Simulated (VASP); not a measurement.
A run of VASP 6.6.1 is set up as follows.

File INCAR:

```
ALGO     = Normal         # electronic algorithm
EDIFF    = 1E-7           # SCF threshold, eV
ENCUT    = 520            # plane-wave cutoff, eV
ISIF     = 2              # what is computed and relaxed
ISMEAR   = -1             # smearing method
LASPH    = True           # aspherical terms in the spheres
LCHARG   = False          # write CHGCAR
LREAL    = False          # projectors in reciprocal space
LWAVE    = False          # write WAVECAR
NBANDS   = 17             # bands
NELM     = 60             # most SCF steps
PREC     = Accurate       # precision mode
SIGMA    = 0.15           # smearing width, eV
```

Contents of KPOINTS:

```
k-points
0
Gamma
  7 7 4
```

File POSCAR:

```
Sr
1.0
    4.3100000000      0.0000000000      0.0000000000
   -2.1550000000      3.7325694900      0.0000000000
    0.0000000000      0.0000000000      7.0500000000
Sr
2
Direct
    0.3333333333      0.6666666667      0.2500000000
    0.6434648105      0.3333333333      0.7500000000
```

Potentials or basis: VASP PAW LDA potentials, release 64 (Sr_sv).

Launch:

```console
$ cat potpaw_LDA.64/Sr_sv/POTCAR > POTCAR
$ mpirun -np 1 vasp_std > vasp.out
```

(1) Estimate the largest force.

(2) Estimate the band gap on the k mesh.

(3) Estimate the pressure.

Results:

(1) 0.030 eV/Å.

(2) zero (band 10 reaches 1.43 eV, above the bottom of band 11 at 1.34 eV).

(3) -1.5 GPa.
